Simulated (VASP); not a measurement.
## CdGa2O3: single point with PBE

The system is CdGa2O3.

```
Cd Ga O
1.0
     3.02730    0.00000    0.00000
     0.00000    3.02730    0.00000
     0.00000    0.00000    9.05074
Cd Ga O
1 2 3
Direct
  0.00000 0.00000 0.00000
  0.00000 0.00000 0.33426
  0.00000 0.00000 0.66574
  0.50000 0.50000 0.18374
  0.50000 0.50000 0.50000
  0.50000 0.50000 0.81625
```

| Property | Result |
| --- | --- |
| Program | VASP 6.6.1 |
| Task | single point |
| Functional | PBE |
| Potentials or basis | VASP PAW PBE potentials, release 64 (Cd, Ga_d, O) |
| Cutoff | 520 eV |
| k mesh | 6 × 6 × 2 |
| Occupations | gaussian, width 0.1 eV |
| Spin | no spin polarisation |
| Dipole correction | no |
| Further INCAR settings | ALGO = Normal; EDIFF = 1e-06; NBANDS = 37 |

```yaml
Pressure: -13.0 GPa
Largest_force: 0.330 eV/Å
Band_gap_on_the_k_mesh: zero (band 28 reaches 3.88 eV, above the bottom of band 29 at 2.43 eV)
```

Forces on the atoms (eV/Å):
```
Cd   0.000  0.000  0.000
Ga   0.000  0.000  0.122
Ga   0.000  0.000 -0.122
O    0.000  0.000 -0.330
O    0.000  0.000  0.000
O    0.000  0.000  0.330
```

Stress tensor (GPa, compression positive):
```
-13.17   0.00   0.00
  0.00 -13.17   0.00
  0.00   0.00 -12.53
```

Levels at points of the mesh, in eV from the Fermi level:
```
           k point  band 25  band 26  band 27  band 28  band 29  band 30  band 31  band 32
(0.00, 0.00, 0.00)    -1.71    -1.71    -1.59    -1.59    -0.51     0.02     4.09     4.45
(0.50, 0.00, 0.00)    -1.51    -1.37    -1.32    -0.53     0.47     1.52     2.24     4.41
(0.50, 0.50, 0.00)    -2.84    -2.23    -2.21    -1.29    -0.87     1.75     3.44     3.44
(0.00, 0.00, 0.50)    -1.98    -1.77    -1.47    -1.47    -1.22     1.38     1.95     6.94
(0.50, 0.00, 0.50)    -1.57    -1.45    -1.34    -1.25     1.13     2.14     2.64     2.78
(0.50, 0.50, 0.50)    -2.82    -2.24    -2.08    -1.41    -0.90     2.55     2.82     2.82
```

Run time: 2.1 min on 1 thread of Oxide Virtual Turin-like Processor, on a shared host, peak memory 0.18 GiB.
